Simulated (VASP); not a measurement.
# WS2 in VASP: further runs

The runs below take WS2 through single point, with LDA.

Program: VASP 6.6.1. These are calculated values, not measurements. Logs are shortened: lines on timing, memory, paths and dates and some standing lists are left out, and cuts for length are marked.

## (1) The cell of the first run

The cell holds a slab with vacuum, 3 atoms: a = 3.225 Å, b = 3.225 Å, c = 17.174 Å, α = 90.00°, β = 90.00°, γ = 120.00°.

## (2) Single point, LDA (volume scaled by 1.04)

The input, INCAR:

```
PREC = Accurate
ENCUT = 520
EDIFF = 1E-7
ISMEAR = -1
SIGMA = 0.05
LREAL = False
LASPH = True
NELM = 100
ALGO = Normal
ISIF = 2
LWAVE = False
LCHARG = False
GGA = CA
NBANDS = 20
```

The input, KPOINTS:

```
Automatic mesh
0
Gamma
  10 10 2
```

The input, POSCAR:

```
WS2
1.0
    3.2254095325      0.0000000000      0.0000000000
   -1.6127047662      2.7932865927      0.0000000000
    0.0000000000      0.0000000000     17.1736373894
W S
1 2
Direct
    0.0000000000      0.0000000000      0.0000000000
    0.3333333333      0.6666666667      0.0920005100
    0.3333333333      0.6666666667      0.9079994900
```

Potentials or basis: VASP PAW LDA potentials, release 64 (W_sv, S).

Launch:

```sh
> cat potpaw_LDA.64/W_sv/POTCAR potpaw_LDA.64/S/POTCAR > POTCAR
> mpirun -np 1 vasp_std > vasp.out
```

OUTCAR:

```text
PREC = Accurate
   ENCUT = 520
   EDIFF = 1E-7
   ISMEAR = -1
   LREAL = False
   LASPH = True
   NELM = 100
   ISIF = 2
   GGA = CA

 ion  position               nearest neighbor table
   1  0.000  0.000  0.000-   2 2.44   3 2.44   2 2.44   3 2.44   2 2.44   3 2.44
   2  0.333  0.667  0.092-   1 2.44   1 2.44   1 2.44
   3  0.333  0.667  0.908-   1 2.44   1 2.44   1 2.44

  LATTYP: Found a hexagonal cell.
 ALAT       =     3.2254095325
 C/A-ratio  =     5.3244827413

  Lattice vectors:

 A1 = (   3.2254095325,   0.0000000000,   0.0000000000)
 A2 = (  -1.6127047662,   2.7932865927,   0.0000000000)
 A3 = (   0.0000000000,   0.0000000000,  17.1736373894)

Analysis of symmetry for initial positions (statically):
=====================================================================
 Subroutine PRICEL returns:
 Original cell was already a primitive cell.

 Routine SETGRP: Setting up the symmetry group for a
 hexagonal supercell.

 Subroutine GETGRP returns: Found 12 space group operations
 (whereof 12 operations were pure point group operations)
 out of a pool of 24 trial point group operations.

The static configuration has the point symmetry D_3h.

Analysis of symmetry for dynamics (positions and initial velocities):
=====================================================================
 Subroutine PRICEL returns:
 Original cell was already a primitive cell.

 Routine SETGRP: Setting up the symmetry group for a
 hexagonal supercell.

 Subroutine GETGRP returns: Found 12 space group operations
 (whereof 12 operations were pure point group operations)
 out of a pool of 24 trial point group operations.

The dynamic configuration has the point symmetry D_3h.

 Subroutine INISYM returns: Found 12 space group operations
 (whereof 12 operations are pure point group operations),
 and found     1 'primitive' translations

----------------------------------------------------------------------------------------

                                     Primitive cell

  volume of cell :     154.7258

  direct lattice vectors                    reciprocal lattice vectors
     3.225409533  0.000000000  0.000000000     0.310038149  0.179000609  0.000000000
    -1.612704766  2.793286593  0.000000000     0.000000000  0.358001217  0.000000000
     0.000000000  0.000000000 17.173637389     0.000000000  0.000000000  0.058228783

[... 75 lines left out ...]
 SYSTEM =  unknown system
   PREC   = accura    normal or accurate (medium, high low for compatibility)
   ISTART =      0    job   : 0-new  1-cont  2-samecut
   ICHARG =      2    charge: 1-file 2-atom 10-const
   ISPIN  =      1    spin polarized calculation?
   LNONCOLLINEAR =      F non collinear calculations
   LSORBIT =      F    spin-orbit coupling
   LASPH  =      T    aspherical Exc in radial PAW
   ENCUT  =  520.0 eV  38.22 Ry    6.18 a.u.   6.00  6.00 31.93*2*pi/ulx,y,z
   NELM   =    100;   NELMIN=  2; NELMDL= -5     # of ELM steps
   EDIFF  = 0.1E-06   stopping-criterion for ELM
   LREAL  =      F    real-space projection
   EDIFFG = 0.1E-05   stopping-criterion for IOM
   NSW    =      0    number of steps for IOM
   IBRION =     -1    ionic relax: 0-MD 1-quasi-New 2-CG
   NFREE  =      0    steps in history (QN), initial steepest desc. (CG)
   ISIF   =      2    stress and relaxation
   ISYM   =      2    0-nonsym 1-usesym 2-fastsym
   POTIM  = 0.5000    time-step for ionic-motion
   TEBEG  =    0.0;   TEEND  =   0.0 temperature during run
   PSTRESS=    0.0 pullay stress
   NELECT =      26.0000    total number of electrons
   NUPDOWN=      -1.0000    fix difference up-down
   EMIN   =  10.00;   EMAX   =-10.00  energy-range for DOS
   EFERMI =   0.00;   METHOD = LEGACY
   ISMEAR =    -1;   SIGMA  =   0.05  broadening in eV -4-tet -1-fermi 0-gaus
   EFERMI_NEDOS =   21; number of points for ismear=-14 and -15
   IALGO  =     38    algorithm
   IMIX   =      4    mixing-type and parameters
     AMIX     =   0.40;   BMIX     =  1.00
     AMIX_MAG =   1.60;   BMIX_MAG =  1.00
  volume/ion in A,a.u.               =      51.58       348.05
  Fermi-wavevector in a.u.,A,eV,Ry     =   0.903396  1.707172 11.104058  0.816125
  Thomas-Fermi vector in A             =   2.026717
   LORBIT       =      0    0 simple, 1 ext, 2 COOP (PROOUT), +10 PAW based schemes
   GGA     = CA    functional components
   LHFCALC =     F    Hartree Fock is set to
   AEXX    =    0.0000 exact exchange contribution
   IVDW    =     0    specifies the selected vdW correction
   LEPSILON=     F    determine dielectric tensor
   LRPA    =     F    only Hartree local field effects (RPA)
 non-spin polarized calculation
  energy-cutoff  :      520.00
  volume of cell :      154.73
 maximum number of plane-waves:      4214
 NGX is ok and might be reduce to    24
   NGX = 11   NGY = 11   NGZ = 63

 number of electron      26.0000005 magnetization

 Free energy of the ion-electron system (eV)
  ---------------------------------------------------
  ext. energy  EPLUGINS =         0.00000000
  ---------------------------------------------------
  free energy    TOTEN  =       -26.00742033 eV

  energy without entropy =      -26.00742033  energy(sigma->0) =      -26.00742033

 E-fermi :  -0.6928     XC(G=0):  -4.5430

 val. band max:       -1.6046379731   @ k =   0.0000   0.0000   0.5000
 cond. band min:       0.2717088411   @ k =   0.3000   0.3000   0.5000
 fundamental gap:      1.8763468143
 Fermi energy:        -0.6927541640

 k-point     1 :       0.0000    0.0000    0.0000
  band No.  band energies     occupation
      1     -75.2502      2.00000
      2     -39.7129      2.00000
      3     -39.5874      2.00000
      4     -39.5874      2.00000
      5     -16.0346      2.00000
      6     -14.4785      2.00000
[... 541 lines left out ...]
     19       6.3713      0.00000
     20       6.5206      0.00000

 [... further k-points ...]
[... 5 lines left out ...]
  --------------------------------------------------------------------------------------
  -------------------------------------------------------------------------------------
  Total       -4.0574542     -4.0574542     -3.2057535     -0.0000000      0.0000000      0.0000000
  in kB      -42.0147281    -42.0147280    -33.1954119     -0.0000000      0.0000000      0.0000000
  external PRESSURE =     -39.0749560 kB  Pullay stress =       0.0000000 kB

 VOLUME and BASIS-vectors are now :
 -----------------------------------------------------------------------------
  energy-cutoff  :      520.00
  volume of cell :      154.73
      direct lattice vectors                 reciprocal lattice vectors
     3.225409533  0.000000000  0.000000000     0.310038149  0.179000609  0.000000000
    -1.612704766  2.793286593  0.000000000     0.000000000  0.358001217  0.000000000
     0.000000000  0.000000000 17.173637389     0.000000000  0.000000000  0.058228783

 POSITION                                       TOTAL-FORCE (eV/Angst)
 -----------------------------------------------------------------------------------
      0.00000      0.00000      0.00000        -0.000000     -0.000000      0.000000
     -0.00000      1.86219      1.57998         0.000000      0.000000     -1.006109
     -0.00000      1.86219     15.59365         0.000000      0.000000      1.006109
 -----------------------------------------------------------------------------------
    total drift:                                0.000000     -0.000000     -0.000000

  FREE ENERGIE OF THE ION-ELECTRON SYSTEM (eV)
  ---------------------------------------------------
  free  energy   TOTEN  =       -26.0074203277 eV

  energy  without entropy=      -26.0074203266  energy(sigma->0) =      -26.00742033
```

OSZICAR:

```text
N       E                     dE             d eps       ncg     rms          rms(c)
DAV:   1     0.168431098045E+03    0.16843E+03   -0.12202E+04  1344   0.110E+03
DAV:   2    -0.137205774374E+02   -0.18215E+03   -0.17674E+03  1472   0.262E+02
DAV:   3    -0.272385350683E+02   -0.13518E+02   -0.13423E+02  1512   0.662E+01
[... 15 lines left out ...]
DAV:  19    -0.260074122841E+02   -0.10864E-04   -0.39658E-07  1228   0.202E-03    0.158E-03
DAV:  20    -0.260074189897E+02   -0.67057E-05   -0.39588E-07  1196   0.184E-03    0.170E-03
DAV:  21    -0.260074199347E+02   -0.94492E-06   -0.39354E-08  1152   0.630E-04    0.987E-04
DAV:  22    -0.260074202718E+02   -0.33711E-06   -0.11271E-08   964   0.406E-04    0.150E-04
DAV:  23    -0.260074203277E+02   -0.55932E-07   -0.16909E-09   848   0.177E-04
   1 F= -.26007420E+02 E0= -.26007420E+02  d E =-.110318E-08
```

It took 54 s on 1 thread of Intel Xeon 6975P-C (Granite Rapids), shared host; peak memory 0.25 GiB.

Results:

```yaml
Free_energy: -26.0074 eV
Largest_force: 1.006 eV/Å
Band_gap_on_the_k_mesh: 1.88 eV, indirect (least direct gap 2.03 eV)
```

Forces on the atoms (eV/Å):
```
W    0.000  0.000  0.000
S    0.000  0.000 -1.006
S    0.000  0.000  1.006
```

Levels at points of the mesh, in eV from the valence-band top:
| k point | band 9 | band 10 | band 11 | band 12 | band 13 | band 14 | band 15 | band 16 | band 17 | band 18 |
| --- | --- | --- | --- | --- | --- | --- | --- | --- | --- | --- |
| (0.00, 0.00, 0.00) | -2.77 | -2.00 | -1.60 | -1.60 | 0.00 | 2.76 | 2.76 | 2.91 | 2.91 | 4.83 |
| (0.50, 0.00, 0.00) | -4.25 | -3.30 | -2.03 | -1.25 | -0.86 | 2.65 | 3.10 | 3.90 | 4.53 | 4.94 |
| (0.00, 0.00, 0.50) | -2.77 | -2.00 | -1.60 | -1.60 | 0.00 | 2.76 | 2.76 | 2.91 | 2.91 | 4.84 |
| (0.50, 0.00, 0.50) | -4.25 | -3.30 | -2.03 | -1.25 | -0.86 | 2.65 | 3.10 | 3.90 | 4.53 | 4.94 |

Caveat: spin-orbit coupling is left out, which moves the levels of the heavy elements.

## (3) Single point, LDA (volume scaled by 1.06)

The input, INCAR:

```
SYSTEM = WS2
ALGO = Normal
EDIFF = 1E-6
ENCUT = 520
GGA = CA
ISIF = 2
ISMEAR = -1
LASPH = .True.
LCHARG = .True.
LELF = .True.
LREAL = .False.
LVHAR = .True.
LWAVE = .False.
NBANDS = 20
NELM = 80
PREC = Accurate
SIGMA = 0.05
```

The input, KPOINTS:

```
k-points
0
Gamma
  10 10 2
  0 0 0
```

The input, POSCAR:

```
WS2
1.0
    3.2459540962      0.0000000000      0.0000000000
   -1.6229770481      2.8110787067      0.0000000000
    0.0000000000      0.0000000000     17.2830265641
W S
1 2
Direct
    0.0000000000      0.0000000000      0.0000000000
    0.3333333333      0.6666666667      0.0920005100
    0.3333333333      0.6666666667      0.9079994900
```

Potentials or basis: VASP PAW LDA potentials, release 64 (W_sv, S).

Launch:

```sh
> cat potpaw_LDA.64/W_sv/POTCAR potpaw_LDA.64/S/POTCAR > POTCAR
> mpirun -np 1 vasp_std > vasp.out
```

Wall time 54 s (1 thread of Intel Xeon 6975P-C (Granite Rapids), shared host); peak memory 0.26 GiB.

It converged, with:

- Free energy: -25.9275 eV
- Largest force: 1.294 eV/Å
- Band gap on the k mesh: 1.82 eV, indirect (least direct gap 1.98 eV)

Forces in eV/Å, atoms in the order of the input:
```
W    0.000  0.000  0.000
S    0.000  0.000 -1.294
S    0.000  0.000  1.294
```

Levels at points of the mesh, in eV from the valence-band top:
| k point | band 9 | band 10 | band 11 | band 12 | band 13 | band 14 | band 15 | band 16 | band 17 | band 18 |
| --- | --- | --- | --- | --- | --- | --- | --- | --- | --- | --- |
| (0.00, 0.00, 0.00) | -2.73 | -1.98 | -1.59 | -1.59 | 0.00 | 2.70 | 2.70 | 2.83 | 2.83 | 4.73 |
| (0.50, 0.00, 0.00) | -4.19 | -3.25 | -2.02 | -1.26 | -0.85 | 2.57 | 3.00 | 3.83 | 4.41 | 4.88 |
| (0.00, 0.00, 0.50) | -2.73 | -1.98 | -1.59 | -1.59 | 0.00 | 2.70 | 2.70 | 2.83 | 2.83 | 4.73 |
| (0.50, 0.00, 0.50) | -4.19 | -3.25 | -2.02 | -1.26 | -0.85 | 2.57 | 3.00 | 3.83 | 4.41 | 4.88 |

Caveat: spin-orbit coupling is left out, which moves the levels of the heavy elements.
